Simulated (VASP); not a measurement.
# C (P6_3/mmc) in VASP: further runs

C is run at these levels: PBE+D3(BJ); tasks: single point, relaxation of cell and atoms, relaxation of shape and atoms at fixed volume.

Everything below comes from runs of VASP 6.6.1. Logs are shortened: lines on timing, memory, paths and dates and some standing lists are left out, and cuts for length are marked.

### 1 The cell of the first run

It takes space group P6_3/mmc (No. 194, hexagonal). The conventional cell has a = 2.465 Å, b = 2.465 Å, c = 6.744 Å, α = 90.00°, β = 90.00°, γ = 120.00°. Within 1.9 Å of C (site symmetry -6m2) lie 3 C at 1.42 Å. Within 1.9 Å of C (site symmetry -6m2) lie 3 C at 1.42 Å.

### 2 Single point, PBE+D3(BJ)

File INCAR:

```
SYSTEM = C
ALGO = Normal
EDIFF = 1E-6
ENCUT = 520
GGA = PE
ISIF = 2
ISMEAR = 0
IVDW = 12
LASPH = .True.
LCHARG = .False.
LREAL = .False.
LWAVE = .False.
NBANDS = 16
NELM = 80
PREC = Accurate
SIGMA = 0.1
```

File KPOINTS:

```
k-points
0
Gamma
  21 21 6
  0 0 0
```

File POSCAR:

```
C
1.0
    2.4649740423      0.0000000000      0.0000000000
   -1.2324870212      2.1347301403      0.0000000000
    0.0000000000      0.0000000000      6.7441727653
C
4
Direct
    0.0000000000      0.0000000000      0.2500000000
    0.0000000000      0.0000000000      0.7500000000
    0.3333333333      0.6666666667      0.2500000000
    0.6666666667      0.3333333333      0.7500000000
```

Potentials or basis: VASP PAW PBE potentials, release 64 (C).

Launch:

```sh
cat potpaw_PBE.64/C/POTCAR > POTCAR
mpirun -np 1 vasp_std > vasp.out
```

OUTCAR:

```text
SYSTEM = C
   EDIFF = 1E-6
   ENCUT = 520
   GGA = PE
   ISIF = 2
   ISMEAR = 0
   IVDW = 12
   LASPH = .True.
   LREAL = .False.
   NELM = 80
   PREC = Accurate
 IVDW          = 12

 ion  position               nearest neighbor table
   1  0.000  0.000  0.250-   3 1.42   3 1.42   3 1.42
   2  0.000  0.000  0.750-   4 1.42   4 1.42   4 1.42
   3  0.333  0.667  0.250-   1 1.42   1 1.42   1 1.42
   4  0.667  0.333  0.750-   2 1.42   2 1.42   2 1.42

  LATTYP: Found a hexagonal cell.
 ALAT       =     2.4649740423
 C/A-ratio  =     2.7360015357

  Lattice vectors:

 A1 = (   2.4649740423,   0.0000000000,   0.0000000000)
 A2 = (  -1.2324870212,   2.1347301403,   0.0000000000)
 A3 = (   0.0000000000,   0.0000000000,   6.7441727653)

Analysis of symmetry for initial positions (statically):
=====================================================================
 Subroutine PRICEL returns:
 Original cell was already a primitive cell.

 Routine SETGRP: Setting up the symmetry group for a
 hexagonal supercell.

 Subroutine GETGRP returns: Found 24 space group operations
 (whereof 12 operations were pure point group operations)
 out of a pool of 24 trial point group operations.

The static configuration has the point symmetry D_3d.
 The point group associated with its full space group is D_6h.

Analysis of symmetry for dynamics (positions and initial velocities):
=====================================================================
 Subroutine PRICEL returns:
 Original cell was already a primitive cell.

 Routine SETGRP: Setting up the symmetry group for a
 hexagonal supercell.

 Subroutine GETGRP returns: Found 24 space group operations
 (whereof 12 operations were pure point group operations)
 out of a pool of 24 trial point group operations.

The dynamic configuration has the point symmetry D_3d.
 The point group associated with its full space group is D_6h.

 Subroutine INISYM returns: Found 24 space group operations
 (whereof 12 operations are pure point group operations),
 and found     1 'primitive' translations

----------------------------------------------------------------------------------------

                                     Primitive cell

  volume of cell :      35.4882

  direct lattice vectors                    reciprocal lattice vectors
     2.464974042  0.000000000  0.000000000     0.405683785  0.234221643  0.000000000
    -1.232487021  2.134730140  0.000000000     0.000000000  0.468443285  0.000000000
[... 92 lines left out ...]
   NSW    =      0    number of steps for IOM
   IBRION =     -1    ionic relax: 0-MD 1-quasi-New 2-CG
   NFREE  =      0    steps in history (QN), initial steepest desc. (CG)
   ISIF   =      2    stress and relaxation
   ISYM   =      2    0-nonsym 1-usesym 2-fastsym
   POTIM  = 0.5000    time-step for ionic-motion
   TEBEG  =    0.0;   TEEND  =   0.0 temperature during run
   PSTRESS=    0.0 pullay stress
   NELECT =      16.0000    total number of electrons
   NUPDOWN=      -1.0000    fix difference up-down
   EMIN   =  10.00;   EMAX   =-10.00  energy-range for DOS
   EFERMI =   0.00;   METHOD = LEGACY
   ISMEAR =     0;   SIGMA  =   0.10  broadening in eV -4-tet -1-fermi 0-gaus
   EFERMI_NEDOS =   21; number of points for ismear=-14 and -15
   IALGO  =     38    algorithm
   IMIX   =      4    mixing-type and parameters
     AMIX     =   0.40;   BMIX     =  1.00
     AMIX_MAG =   1.60;   BMIX_MAG =  1.00
  volume/ion in A,a.u.               =       8.87        59.87
  Fermi-wavevector in a.u.,A,eV,Ry     =   1.255317  2.372206 21.440351  1.575821
  Thomas-Fermi vector in A             =   2.389080
   LORBIT       =      0    0 simple, 1 ext, 2 COOP (PROOUT), +10 PAW based schemes
   GGA     = PE    functional components
   LHFCALC =     F    Hartree Fock is set to
   AEXX    =    0.0000 exact exchange contribution
   IVDW    =    12    specifies the selected vdW correction
   LEPSILON=     F    determine dielectric tensor
   LRPA    =     F    only Hartree local field effects (RPA)
 non-spin polarized calculation
 Gauss-broadening in eV      SIGMA  =   0.10
  energy-cutoff  :      520.00
  volume of cell :       35.49
 maximum number of plane-waves:       979
   NGX =  9   NGY =  9   NGZ = 25

 number of electron      15.9999994 magnetization

 Free energy of the ion-electron system (eV)
  ---------------------------------------------------
  ext. energy  EPLUGINS =         0.00000000
  ---------------------------------------------------
  free energy    TOTEN  =       -36.84832665 eV

  energy without entropy =      -36.84773598  energy(sigma->0) =      -36.84803131

 E-fermi :   4.6293     XC(G=0): -10.2886

 val. band max:        4.6264909340   @ k =   0.3333   0.3333   0.5000
 cond. band min:       4.6375962859   @ k =   0.3333   0.3333   0.3333
 fundamental gap:      0.0111053519
 Fermi energy:         4.6292729594

 k-point     1 :       0.0000    0.0000    0.0000
  band No.  band energies     occupation
      1     -15.0135      2.00000
      2     -14.7249      2.00000
      3      -3.8587      2.00000
      4      -1.9419      2.00000
      5       1.6156      2.00000
      6       1.6156      2.00000
[... 433 lines left out ...]
      3      -2.5497      2.00000
      4      -2.4731      2.00000
      5      -2.0485      2.00000
      6      -0.8800      2.00000
[... 8 lines left out ...]
     15      16.5304      0.00000
     16      16.7441      0.00000

 [... further k-points ...]

------------------------ aborting loop because EDIFF is reached ----------------------------------------

 Edisp (eV)   -0.62158

 E8    (eV) :    -0.1760

  FORCE on cell =-STRESS in cart. coord.  units (eV):
  Direction    XX          YY          ZZ          XY          YZ          ZX
  --------------------------------------------------------------------------------------
  -------------------------------------------------------------------------------------
  Total       0.15514     0.15514    -0.02612    -0.00000     0.00000     0.00000
  in kB       7.00425     7.00425    -1.17904    -0.00000     0.00000     0.00000
  external pressure =        4.28 kB  Pullay stress =        0.00 kB

 VOLUME and BASIS-vectors are now :
 -----------------------------------------------------------------------------
  energy-cutoff  :      520.00
  volume of cell :       35.49
      direct lattice vectors                 reciprocal lattice vectors
     2.464974042  0.000000000  0.000000000     0.405683785  0.234221643  0.000000000
    -1.232487021  2.134730140  0.000000000     0.000000000  0.468443285  0.000000000
     0.000000000  0.000000000  6.744172765     0.000000000  0.000000000  0.148276154

 POSITION                                       TOTAL-FORCE (eV/Angst)
 -----------------------------------------------------------------------------------
      0.00000      0.00000      1.68604         0.000000      0.000000      0.000000
      0.00000      0.00000      5.05813        -0.000000     -0.000000      0.000000
     -0.00000      1.42315      1.68604         0.000000      0.000000     -0.000000
      1.23249      0.71158      5.05813        -0.000000     -0.000000     -0.000000
 -----------------------------------------------------------------------------------
    total drift:                                0.000000     -0.000000      0.000000

  FREE ENERGIE OF THE ION-ELECTRON SYSTEM (eV)
  ---------------------------------------------------
  free  energy   TOTEN  =       -37.4699018469 eV

  energy  without entropy=      -37.4693111754  energy(sigma->0) =      -37.46960651
```

OSZICAR:

```text
N       E                     dE             d eps       ncg     rms          rms(c)
DAV:   1     0.335247174654E+02    0.33525E+02   -0.79498E+03  6176   0.923E+02
DAV:   2    -0.365313328259E+02   -0.70056E+02   -0.64287E+02  8768   0.191E+02
DAV:   3    -0.391934275023E+02   -0.26621E+01   -0.26492E+01  7984   0.346E+01
DAV:   4    -0.392159357867E+02   -0.22508E-01   -0.22494E-01  7912   0.378E+00
DAV:   5    -0.392162972575E+02   -0.36147E-03   -0.36144E-03  7736   0.455E-01    0.893E+00
DAV:   6    -0.374107941072E+02    0.18055E+01   -0.11943E+00  7352   0.696E+00    0.522E+00
DAV:   7    -0.368403315423E+02    0.57046E+00   -0.14813E+00  7608   0.785E+00    0.148E+00
DAV:   8    -0.368495595063E+02   -0.92280E-02   -0.72539E-02  7352   0.161E+00    0.345E-01
DAV:   9    -0.368481368402E+02    0.14227E-02   -0.21222E-03  7816   0.323E-01    0.971E-02
DAV:  10    -0.368483340451E+02   -0.19720E-03   -0.59864E-04  6736   0.159E-01    0.721E-02
DAV:  11    -0.368483260203E+02    0.80248E-05   -0.31128E-05  7944   0.380E-02    0.534E-03
DAV:  12    -0.368483266484E+02   -0.62811E-06   -0.12542E-06  6888   0.776E-03
   1 F= -.37469902E+02 E0= -.37469607E+02  d E =-.590672E-03
```

stdout:

```text
POSCAR found type information on POSCAR C
 POSCAR found :  1 types and       4 ions
 scaLAPACK will be used
 LDA part: xc-table for (Slater+PW92), standard interpolation
 POSCAR, INCAR and KPOINTS ok, starting setup
 FFT: planning ... GRIDC
 FFT: planning ... GRID_SOFT
 FFT: planning ... GRID
 WAVECAR not read
 entering main loop
```

Run time: 40 s. Hardware: 1 thread of AMD EPYC 9R45 (Zen 5), shared host; peak memory 0.17 GiB.

Results:

```
Free energy                : -37.4699 eV
Pressure                   : 0.4 GPa
Band gap on the k mesh     : zero (bands 8 and 9 overlap by 0.02 eV)
Dispersion energy per atom : -0.155 eV
```

[end of part 1 of 2]
